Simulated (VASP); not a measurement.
# SnP2 (P6/mmm) in VASP: further runs

SnP2 is run at these levels: r2SCAN; tasks: single point, relaxation of cell and atoms.

Everything below comes from runs of VASP 6.6.1. Logs are shortened: lines on timing, memory, paths and dates and some standing lists are left out, and cuts for length are marked.

**1. The cell of the first run**

Symmetry: P6/mmm, No. 191, hexagonal system. The conventional cell has a = 3.922 Å, b = 3.922 Å, c = 4.235 Å, α = 90.00°, β = 90.00°, γ = 120.00°. Within 4.1 Å of Sn (site symmetry 6/mmm) lie 12 P at 3.10 Å and 6 Sn at 3.92 Å. P (site symmetry -6m2) has 3 P at 2.26 Å within 3.0 Å.

**2. Single point, r2SCAN**

POSCAR reads:

```
SnP2
1.0
    3.9224456630      0.0000000000      0.0000000000
   -1.9612228315      3.3969375891      0.0000000000
    0.0000000000      0.0000000000      4.2351988056
Sn P
1 2
Direct
    0.0000000000      0.0000000000      0.0000000000
    0.3333333333      0.6666666667      0.5000000000
    0.6666666667      0.3333333333      0.5000000000
```

INCAR.step1 reads:

```
SYSTEM = SnP2
PREC     = Accurate       ! precision mode
ENCUT    = 520            ! plane-wave cutoff, eV
ISMEAR   = 0              ! smearing method
SIGMA    = 0.1            ! smearing width, eV
LREAL    = .FALSE.        ! projectors in reciprocal space
LASPH    = .TRUE.         ! aspherical terms in the spheres
NELM     = 60             ! most SCF steps
NBANDS   = 19             ! bands
GGA      = PE             ! functional
ALGO     = Normal         ! electronic algorithm
EDIFF    = 1E-4           ! SCF threshold, eV
LWAVE    = .TRUE.         ! write WAVECAR
LCHARG   = .FALSE.        ! write CHGCAR
```

INCAR.step2 reads:

```
SYSTEM = SnP2
PREC     = Accurate       ! precision mode
ENCUT    = 520            ! plane-wave cutoff, eV
EDIFF    = 1E-6           ! SCF threshold, eV
ISMEAR   = 0              ! smearing method
SIGMA    = 0.1            ! smearing width, eV
LREAL    = .FALSE.        ! projectors in reciprocal space
LASPH    = .TRUE.         ! aspherical terms in the spheres
NELM     = 60             ! most SCF steps
ALGO     = Normal         ! electronic algorithm
ISIF     = 2              ! what is computed and relaxed
LWAVE    = .FALSE.        ! write WAVECAR
LCHARG   = .FALSE.        ! write CHGCAR
METAGGA  = R2SCAN         ! meta-GGA
LMIXTAU  = .TRUE.       
NBANDS   = 19             ! bands
ISTART   = 1
```

KPOINTS reads:

```
regular mesh
0
G
  6 6 4
  0 0 0
```

Potentials or basis: VASP PAW PBE potentials, release 64 (Sn_d, P).

The run is started by

```
$ cat potpaw_PBE.64/Sn_d/POTCAR potpaw_PBE.64/P/POTCAR > POTCAR
$ cp INCAR.step1 INCAR
$ mpirun -np 1 vasp_std > vasp.out
$ cp INCAR.step2 INCAR
$ mpirun -np 1 vasp_std > vasp.out
```

OUTCAR:

```text
SYSTEM = SnP2
   PREC = Accurate
   ENCUT = 520
   EDIFF = 1E-6
   ISMEAR = 0
   LREAL = .FALSE.
   LASPH = .TRUE.
   NELM = 60
   ISIF = 2
   METAGGA = R2SCAN
   ISTART = 1

 ion  position               nearest neighbor table
   1  0.000  0.000  0.000-   2 3.10   3 3.10   2 3.10   3 3.10   2 3.10   2 3.10   3 3.10   3 3.10
                             3 3.10   3 3.10   2 3.10   2 3.10
   2  0.333  0.667  0.500-   3 2.26   3 2.26   3 2.26   1 3.10   1 3.10   1 3.10   1 3.10   1 3.10
                             1 3.10
   3  0.667  0.333  0.500-   2 2.26   2 2.26   2 2.26   1 3.10   1 3.10   1 3.10   1 3.10   1 3.10
                             1 3.10

  LATTYP: Found a hexagonal cell.
 ALAT       =     3.9224456630
 C/A-ratio  =     1.0797342193

  Lattice vectors:

 A1 = (   3.9224456630,   0.0000000000,   0.0000000000)
 A2 = (  -1.9612228315,   3.3969375891,   0.0000000000)
 A3 = (   0.0000000000,   0.0000000000,   4.2351988056)

Analysis of symmetry for initial positions (statically):
=====================================================================
 Subroutine PRICEL returns:
 Original cell was already a primitive cell.

 Routine SETGRP: Setting up the symmetry group for a
 hexagonal supercell.

 Subroutine GETGRP returns: Found 24 space group operations
 (whereof 24 operations were pure point group operations)
 out of a pool of 24 trial point group operations.

The static configuration has the point symmetry D_6h.

Analysis of symmetry for dynamics (positions and initial velocities):
=====================================================================
 Subroutine PRICEL returns:
 Original cell was already a primitive cell.

 Routine SETGRP: Setting up the symmetry group for a
 hexagonal supercell.

 Subroutine GETGRP returns: Found 24 space group operations
 (whereof 24 operations were pure point group operations)
 out of a pool of 24 trial point group operations.

The dynamic configuration has the point symmetry D_6h.

 Subroutine INISYM returns: Found 24 space group operations
 (whereof 24 operations are pure point group operations),
 and found     1 'primitive' translations

----------------------------------------------------------------------------------------

                                     Primitive cell

  volume of cell :      56.4311

  direct lattice vectors                    reciprocal lattice vectors
     3.922445663  0.000000000  0.000000000     0.254942984  0.147191400  0.000000000
    -1.961222831  3.396937589  0.000000000     0.000000000  0.294382800  0.000000000
     0.000000000  0.000000000  4.235198806     0.000000000  0.000000000  0.236116425

  length of vectors
     3.922445663  3.922445663  4.235198806     0.294382800  0.294382800  0.236116425

  position of ions in fractional coordinates (direct lattice)
     0.000000000  0.000000000  0.000000000
     0.333333333  0.666666667  0.500000000
     0.666666667  0.333333333  0.500000000

  ion indices of the primitive-cell ions
   primitive index   ion index
                 1           1
                 2           2
                 3           3

----------------------------------------------------------------------------------------

 KPOINTS: regular mesh

Automatic generation of k-mesh.
 Grid dimensions read from file:
 generate k-points for:    6    6    4

 Generating k-lattice:

  Cartesian coordinates                     Fractional coordinates (reciprocal lattice)
     0.042490497  0.024531900  0.000000000     0.166666667 -0.000000000  0.000000000
     0.000000000  0.049063800  0.000000000     0.000000000  0.166666667  0.000000000
     0.000000000  0.000000000  0.059029106     0.000000000  0.000000000  0.250000000

  Length of vectors
     0.049063800  0.049063800  0.059029106

  Shift w.r.t. Gamma in fractional coordinates (k-lattice)
     0.000000000  0.000000000  0.000000000

 Subroutine IBZKPT returns following result:
 ===========================================

 Found     21 irreducible k-points:

 Following reciprocal coordinates:
            Coordinates               Weight
  0.000000  0.000000  0.000000      1.000000
  0.166667  0.000000  0.000000      6.000000
  0.333333 -0.000000  0.000000      6.000000
  0.500000 -0.000000  0.000000      3.000000
  0.166667  0.166667  0.000000      6.000000
  0.333333  0.166667  0.000000     12.000000
[... 13 lines left out ...]
  0.333333  0.166667  0.500000     12.000000
  0.333333  0.333333  0.500000      2.000000
   k-points           NKPTS =     21   k-points in BZ     NKDIM =     21   number of bands    NBANDS=     19
   number of dos      NEDOS =    301   number of ions     NIONS =      3
   total plane-waves  NPLWV =  28800
   dimension x,y,z NGX =    30 NGY =   30 NGZ =   32
   dimension x,y,z NGXF=    60 NGYF=   60 NGZF=   64
   ions per type =               1   2
   NGX,Y,Z   is equivalent  to a cutoff of  12.71, 12.71, 12.56 a.u.
   NGXF,Y,Z  is equivalent  to a cutoff of  25.43, 25.43, 25.12 a.u.
 SYSTEM =  SnP2
   PREC   = accura    normal or accurate (medium, high low for compatibility)
   ISTART =      1    job   : 0-new  1-cont  2-samecut
   ICHARG =      0    charge: 1-file 2-atom 10-const
   ISPIN  =      1    spin polarized calculation?
   LNONCOLLINEAR =      F non collinear calculations
   LSORBIT =      F    spin-orbit coupling
   LASPH  =      T    aspherical Exc in radial PAW
   ENCUT  =  520.0 eV  38.22 Ry    6.18 a.u.   7.29  7.29  7.87*2*pi/ulx,y,z
   NELM   =     60;   NELMIN=  2; NELMDL=  0     # of ELM steps
   EDIFF  = 0.1E-05   stopping-criterion for ELM
   LREAL  =      F    real-space projection
   EDIFFG = 0.1E-04   stopping-criterion for IOM
   NSW    =      0    number of steps for IOM
   IBRION =     -1    ionic relax: 0-MD 1-quasi-New 2-CG
   NFREE  =      0    steps in history (QN), initial steepest desc. (CG)
   ISIF   =      2    stress and relaxation
   ISYM   =      2    0-nonsym 1-usesym 2-fastsym
   POTIM  = 0.5000    time-step for ionic-motion
   TEBEG  =    0.0;   TEEND  =   0.0 temperature during run
   PSTRESS=    0.0 pullay stress
   NELECT =      24.0000    total number of electrons
   NUPDOWN=      -1.0000    fix difference up-down
   EMIN   =  10.00;   EMAX   =-10.00  energy-range for DOS
   EFERMI =   0.00;   METHOD = LEGACY
   ISMEAR =     0;   SIGMA  =   0.10  broadening in eV -4-tet -1-fermi 0-gaus
   EFERMI_NEDOS =   21; number of points for ismear=-14 and -15
   IALGO  =     38    algorithm
   IMIX   =      4    mixing-type and parameters
     AMIX     =   0.40;   BMIX     =  1.00
     AMIX_MAG =   1.60;   BMIX_MAG =  1.00
  volume/ion in A,a.u.               =      18.81       126.94
  Fermi-wavevector in a.u.,A,eV,Ry     =   1.231135  2.326509 20.622273  1.515694
  Thomas-Fermi vector in A             =   2.365957
   LORBIT       =      0    0 simple, 1 ext, 2 COOP (PROOUT), +10 PAW based schemes
   METAGGA = R2SCAN    functional components
   LHFCALC =     F    Hartree Fock is set to
   AEXX    =    0.0000 exact exchange contribution
   IVDW    =     0    specifies the selected vdW correction
   LEPSILON=     F    determine dielectric tensor
   LRPA    =     F    only Hartree local field effects (RPA)
 non-spin polarized calculation
 Gauss-broadening in eV      SIGMA  =   0.10
  energy-cutoff  :      520.00
  volume of cell :       56.43
 maximum number of plane-waves:      1545
 NGX is ok and might be reduce to    30
   NGX = 15   NGY = 15   NGZ = 15

 number of electron      24.0000011 magnetization

 Free energy of the ion-electron system (eV)
  ---------------------------------------------------
  ext. energy  EPLUGINS =         0.00000000
  ---------------------------------------------------
  free energy    TOTEN  =       -40.74980754 eV

  energy without entropy =      -40.74128146  energy(sigma->0) =      -40.74554450

 E-fermi :   9.0951     XC(G=0): -11.5174

 val. band max:        9.0554095755   @ k =   0.5000  -0.0000   0.2500
 cond. band min:       9.1350859763   @ k =   0.3333   0.3333   0.0000
 fundamental gap:      0.0796764009
 Fermi energy:         9.0951201115

 k-point     1 :       0.0000    0.0000    0.0000
  band No.  band energies     occupation
      1     -13.5846      2.00000
      2     -13.5845      2.00000
      3     -13.5746      2.00000
      4     -13.5564      2.00000
      5     -13.5564      2.00000
      6      -7.1675      2.00000
[... 11 lines left out ...]
     18      15.5980      0.00000
     19      16.7333      0.00000

 k-point     2 :       0.1667    0.0000    0.0000
  band No.  band energies     occupation
      1     -13.5865      2.00000
      2     -13.5756      2.00000
      3     -13.5693      2.00000
      4     -13.5621      2.00000
      5     -13.5577      2.00000
      6      -6.8289      2.00000
[... 11 lines left out ...]
     18      14.9336      0.00000
     19      16.0544      0.00000

 k-point     3 :       0.3333   -0.0000    0.0000
  band No.  band energies     occupation
      1     -13.5918      2.00000
      2     -13.5734      2.00000
      3     -13.5602      2.00000
      4     -13.5578      2.00000
      5     -13.5577      2.00000
      6      -5.8465      2.00000
[... 11 lines left out ...]
     18      15.2562      0.00000
     19      16.6220      0.00000

 k-point     4 :       0.5000   -0.0000    0.0000
  band No.  band energies     occupation
      1     -13.5946      2.00000
      2     -13.5790      2.00000
      3     -13.5615      2.00000
      4     -13.5519      2.00000
      5     -13.5488      2.00000
      6      -4.7659      2.00000
[... 11 lines left out ...]
     18      15.0577      0.00000
     19      16.6032      0.00000

 k-point     5 :       0.1667    0.1667    0.0000
  band No.  band energies     occupation
      1     -13.5856      2.00000
      2     -13.5701      2.00000
      3     -13.5695      2.00000
      4     -13.5606      2.00000
      5     -13.5577      2.00000
      6      -6.1638      2.00000
[... 11 lines left out ...]
     18      17.0044      0.00000
     19      17.5707      0.00000
[... 268 lines left out ...]
      2     -13.5912      2.00000
      3     -13.5705      2.00000
      4     -13.5483      2.00000
      5     -13.5324      2.00000
      6      -4.3308      2.00000
[... 11 lines left out ...]
     18      17.3683      0.00000
     19      19.3994      0.00000

 k-point    19 :       0.1667    0.1667    0.5000
  band No.  band energies     occupation
      1     -13.5855      2.00000
      2     -13.5833      2.00000
      3     -13.5697      2.00000
      4     -13.5660      2.00000
      5     -13.5405      2.00000
      6      -5.6417      2.00000
[... 11 lines left out ...]
     18      16.9196      0.00000
     19      18.2572      0.00000

 k-point    20 :       0.3333    0.1667    0.5000
  band No.  band energies     occupation
      1     -13.5957      2.00000
      2     -13.5825      2.00000
      3     -13.5755      2.00000
      4     -13.5559      2.00000
      5     -13.5336      2.00000
      6      -4.4734      2.00000
[... 11 lines left out ...]
     18      18.3922      0.00000
     19      18.3974      0.00000

 k-point    21 :       0.3333    0.3333    0.5000
  band No.  band energies     occupation
      1     -13.5882      2.00000
      2     -13.5882      2.00000
      3     -13.5662      2.00000
      4     -13.5661      2.00000
      5     -13.5337      2.00000
      6      -3.3074      2.00000
[... 11 lines left out ...]
     18      18.6850      0.00000
     19      19.4496      0.00000

------------------------ aborting loop because EDIFF is reached ----------------------------------------

  FORCE on cell =-STRESS in cart. coord.  units (eV):
  Direction    XX          YY          ZZ          XY          YZ          ZX
  --------------------------------------------------------------------------------------
  -------------------------------------------------------------------------------------
  Total        4.2180208      4.2180208      0.3817226     -0.0000000      0.0000000      0.0000000
  in kB      119.7570250    119.7570250     10.8377765     -0.0000000      0.0000000      0.0000000
  external PRESSURE =      83.4506089 kB  Pullay stress =       0.0000000 kB

 VOLUME and BASIS-vectors are now :
 -----------------------------------------------------------------------------
  energy-cutoff  :      520.00
  volume of cell :       56.43
      direct lattice vectors                 reciprocal lattice vectors
     3.922445663  0.000000000  0.000000000     0.254942984  0.147191400  0.000000000
    -1.961222831  3.396937589  0.000000000     0.000000000  0.294382800  0.000000000
     0.000000000  0.000000000  4.235198806     0.000000000  0.000000000  0.236116425

 POSITION                                       TOTAL-FORCE (eV/Angst)
 -----------------------------------------------------------------------------------
      0.00000      0.00000      0.00000         0.000000      0.000000      0.000000
     -0.00000      2.26463      2.11760        -0.000000      0.000000      0.000000
      1.96122      1.13231      2.11760         0.000000      0.000000     -0.000000
 -----------------------------------------------------------------------------------
    total drift:                                0.000000     -0.000000      0.000000

  FREE ENERGIE OF THE ION-ELECTRON SYSTEM (eV)
  ---------------------------------------------------
  free  energy   TOTEN  =       -40.7498075350 eV

  energy  without entropy=      -40.7412814584  energy(sigma->0) =      -40.74554450
```

Run time: 39 s. Hardware: 1 thread of Intel Xeon Platinum 8488C (Sapphire Rapids), shared host; peak memory 0.18 GiB.

Results:

- Free energy: -40.7498 eV
- Pressure: 8.3 GPa
- Band gap on the k mesh: zero (band 12 reaches 10.66 eV, above the bottom of band 13 at 7.76 eV)

Stress tensor (GPa, compression positive):
```
11.98  0.00  0.00
 0.00 11.98  0.00
 0.00  0.00  1.08
```

Caveat: the k points lie up to 0.37 Å⁻¹ apart; the PAW data sets were made with another functional, which shifts forces and pressure a little; spin-orbit coupling is left out, which moves the levels of the heavy elements.

(Continued in part 2 of 2.)
